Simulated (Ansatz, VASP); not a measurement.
**Sb in VASP and in Ansatz**

File INCAR:

```
SYSTEM = Sb
PREC = Accurate
ENCUT = 520
EDIFF = 1E-7
ISMEAR = -1
SIGMA = 0.05
LREAL = .False.
LASPH = .True.
NELM = 60
ALGO = Normal
ISIF = 2
LWAVE = .False.
LCHARG = .False.
GGA = PS
NBANDS = 8
```

Contents of KPOINTS:

```
regular mesh
0
Gamma
  12 12 12
  0 0 0
```

Contents of POSCAR:

```
Sb
1.0
    0.0000000000      2.3280500000      2.3050000000
    2.3280500000      0.0000000000      2.3050000000
    2.3280500000      2.3280500000      0.0000000000
Sb
1
Direct
    0.0000000000      0.0000000000      0.0000000000
```

Input for Ansatz:

```yaml
crystal:
  lattice:
    - [0.0, 2.32805, 2.305]
    - [2.32805, 0.0, 2.305]
    - [2.32805, 2.32805, 0.0]
  atoms:
    - { symbol: Sb, position: [0.0, 0.0, 0.0] }
kpoints:
  mp_grid: { grid: [12, 12, 12] }
  band_path:
    path:
      - [0.0, 0.0, 0.0]
      - [0.0, 0.5, 0.5]
      - [0.25, 0.75, 0.5]
      - [0.0, 0.5, 0.0]
      - [0.0, 0.0, 0.0]
      - [0.5, 0.5, 0.0]
      - [0.3775125, 0.6224875, 0.0]
      - [-0.3775125, 0.3775125, 0.0]
      - [0.0, 0.0, 0.0]
    npoints: 5
scf:
  occupations: { method: fermi_dirac, width: 0.05 }
hamiltonian:
  xc: pbesol
  pseudopotentials: { kind: all_electron, lapw: { basis_error: 0.001 } }
output:
  forces: true
  stress: true
  eigenvalues: true
```

Change from the starting cell: equal xx and yy strain of +1 %.

Alike in both runs: task single point; functional PBEsol; k mesh 12 × 12 × 12; occupations fermi-dirac, width 0.05 eV; no spin polarisation.

|  | VASP | Ansatz |
| --- | --- | --- |
| version | VASP 6.6.1 | Ansatz 0.2.0 |
| potentials or method | VASP PAW PBE potentials, release 64 (Sb), cutoff 520 eV | all-electron LAPW, scalar-relativistic |

```csv
,VASP,Ansatz,Ansatz less VASP
pressure (GPa),3.6,3.6,0.00
"traceless stress, the component that is largest in VASP (GPa)",-0.14,-0.15,-0.016
```

VASP's potentials were made for PBE, not for PBEsol. Ansatz ran all-electron here, and VASP with PAW potentials.

Neither program's run includes spin-orbit coupling.
